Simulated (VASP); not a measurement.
Set up this calculation in VASP 6.6.1, as the native input.

```
Task                   : relaxation of cell and atoms
Functional             : PBE
Potentials or basis    : VASP PAW PBE potentials, release 64 (Ge_d, S)
Cutoff                 : 600 eV
k mesh                 : 5 × 5 × 2
Occupations            : gaussian, width 0.2 eV
Spin                   : no spin polarisation
Dipole correction      : no
Further INCAR settings : ALGO = Normal; EDIFF = 1e-07; IBRION = 2; EDIFFG = -0.08; NSW = 36; ISIF = 3
```

The structure of Ge4S lies in POSCAR:

```
Ge4S
1.0
    3.9800000000      0.0000000000      0.0000000000
   -1.9900000000      3.4467811100      0.0000000000
    0.0000000000      0.0000000000      8.4500000000
Ge S
4 1
Direct
    0.0000000000      0.0000000000      0.7396000000
    0.0000000000      0.0000000000      0.2604000000
    0.3333333300      0.6666666700      0.3550000000
    0.3333333300      0.6666666700      0.6450000000
    0.0000000000      0.0000000000      0.0000000000
```

The input as run:

INCAR

```
SYSTEM = Ge4S
ALGO     = Normal         ! electronic algorithm
EDIFF    = 1E-7           ! SCF threshold, eV
EDIFFG   = -0.08          ! ionic threshold
ENCUT    = 600            ! plane-wave cutoff, eV
GGA      = PE             ! functional
IBRION   = 2              ! ionic algorithm
ISIF     = 3              ! what is computed and relaxed
ISMEAR   = 0              ! smearing method
LASPH    = .True.         ! aspherical terms in the spheres
LCHARG   = .False.        ! write CHGCAR
LREAL    = .False.        ! projectors in reciprocal space
LWAVE    = .False.        ! write WAVECAR
NELM     = 100            ! most SCF steps
NSW      = 36             ! ionic steps
PREC     = Accurate       ! precision mode
SIGMA    = 0.2            ! smearing width, eV
```

KPOINTS

```
k-points
0
Gamma
  5 5 2
  0 0 0
```

Potentials or basis: VASP PAW PBE potentials, release 64 (Ge_d, S).

Run with:

```bash
$ cat potpaw_PBE.64/Ge_d/POTCAR potpaw_PBE.64/S/POTCAR > POTCAR
$ mpirun -np 1 vasp_std > vasp.out
```

Results of the run:

The relaxed volume is 25.72 Å³/atom, the relaxed cell is a = 4.178 Å, b = 4.178 Å, c = 8.507 Å, α = 90.00°, β = 90.00°, γ = 120.00° and the space group after relaxing (to 0.1 Å) is P-6m2 (No. 187). The energy gained by relaxing is 41.2 meV/atom. The ionic steps are 7 and the pressure after relaxing is -0.1 GPa. The largest force after relaxing is 0.078 eV/Å and the band gap on the k mesh is zero (bands 31 and 32 overlap by 0.44 eV).

Caveat: the k points lie up to 0.37 Å⁻¹ apart in the final cell; the relaxation stopped at a loose force limit of 0.08 eV/Å, so its end isn't a converged minimum.

It took 4.8 min on 1 thread of Intel(R) Xeon(R) Platinum 8259CL CPU @ 2.50GHz (Skylake/Cascade Lake), on a shared host, peak memory 0.27 GiB.
